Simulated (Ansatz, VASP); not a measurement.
Two plane-wave programs on Au

Contents of INCAR:

```
PREC     = Accurate       # precision mode
ENCUT    = 520            # plane-wave cutoff, eV
EDIFF    = 1E-7           # SCF threshold, eV
ISMEAR   = -1             # smearing method
SIGMA    = 0.1            # smearing width, eV
LREAL    = False          # projectors in reciprocal space
LASPH    = True           # aspherical terms in the spheres
NELM     = 80             # most SCF steps
ALGO     = Normal         # electronic algorithm
ISIF     = 2              # what is computed and relaxed
LWAVE    = False          # write WAVECAR
LCHARG   = True           # write CHGCAR
GGA      = PE             # functional
LELF     = True           # ELF
LVHAR    = True         
NBANDS   = 18             # bands
```

KPOINTS

```
Automatic mesh
0
Gamma
  14 14 7
```

Contents of POSCAR:

```
Au
1.0
    2.8762231258      0.0000000000      0.0000000000
   -1.4381115629      2.4908822939      0.0000000000
    0.0000000000      0.0000000000      4.8191412269
Au
2
Direct
    0.3333333333      0.6666666667      0.2500000000
    0.6666666667      0.3333333333      0.7500000000
```

Input for Ansatz:

```yaml
crystal:
  lattice:
    - [2.8762231258, 0.0, 0.0]
    - [-1.4381115629, 2.4908822939, 0.0]
    - [0.0, 0.0, 4.8191412269]
  atoms:
    - { symbol: Au, position: [0.3333333333, 0.6666666667, 0.25] }
    - { symbol: Au, position: [0.6666666667, 0.3333333333, 0.75] }
hamiltonian:
  xc: pbe
  pseudopotentials:
    kind: paw
    azcp:
      Au: "pseudopotentials/Au.paw.azcp"
basis:
  ecutwfc: 420
  fft_grid_basis: typed
kpoints:
  mp_grid: { grid: [14, 14, 7], shift: [0, 0, 0] }
magnetization:
  spin_polarized: false
scf:
  occupations: { method: fermi_dirac, width: 0.1 }
  lower_state_search: "off"
output:
  stress: true
```

Alike in both runs: task single point; functional PBE; k mesh 14 × 14 × 7; occupations fermi-dirac, width 0.1 eV; no spin polarisation.

|  | VASP | Ansatz |
| --- | --- | --- |
| version | VASP 6.6.1 | Ansatz 0.2.0 |
| potentials or method | VASP PAW PBE potentials, release 64 (Au), cutoff 520 eV | plane waves (420 eV) with PAW, scalar-relativistic |
| valence electrons in the cell | 22 | 38 |

```csv
,VASP,Ansatz,Ansatz less VASP
pressure (GPa),6.4,6.7,+0.27
"traceless stress, the component that is largest in VASP (GPa)",-0.30,-0.28,+0.020
```

The functional is the same, so the differences come from potentials, cutoffs and numerics. VASP's potentials hold 22 valence electrons a cell and Ansatz's 38, so a difference there can come from the potentials and not from the codes.

Spin-orbit coupling is off throughout.
